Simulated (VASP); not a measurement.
Runs of VASP 6.6.1 on Br. The structure is that of space group Pm-3m (No. 221), or close to it. The cells are those of the table. 

```csv
cell,gap on the mesh (eV),pressure (GPa)
"a = 4.472 Å, 3 atoms",none,1.3
"a = 4.717 Å, 3 atoms",none,(a)
"a = 4.514 Å, 3 atoms",none,(b)
"a = 4.598 Å, 3 atoms",none,-1.0
"a = 4.638 Å, 3 atoms",none,-1.5
"a = 4.556 Å, 3 atoms",none,-0.4
"a = 4.678 Å, 3 atoms",none,-2.0
```

Alike in all rows: task single point; level r2SCAN; potentials or basis VASP PAW PBE potentials, release 64 (Br); no spin polarisation; k mesh 5 × 5 × 5; cutoff (eV) 520; smearing gaussian 0.15 eV.

Task: Fill in the values left out.

Result: (a) -2.4; (b) 0.4.

Caveats: the PAW data sets were made with another functional, which shifts forces and pressure a little; an odd number of electrons without spin polarisation forces a metal; a magnetic or distorted state may lie lower.

A k mesh can miss the band edges, and the runs leave out spin-orbit coupling on Br.

A gap of «none» marks levels without a gap at the run's occupations.
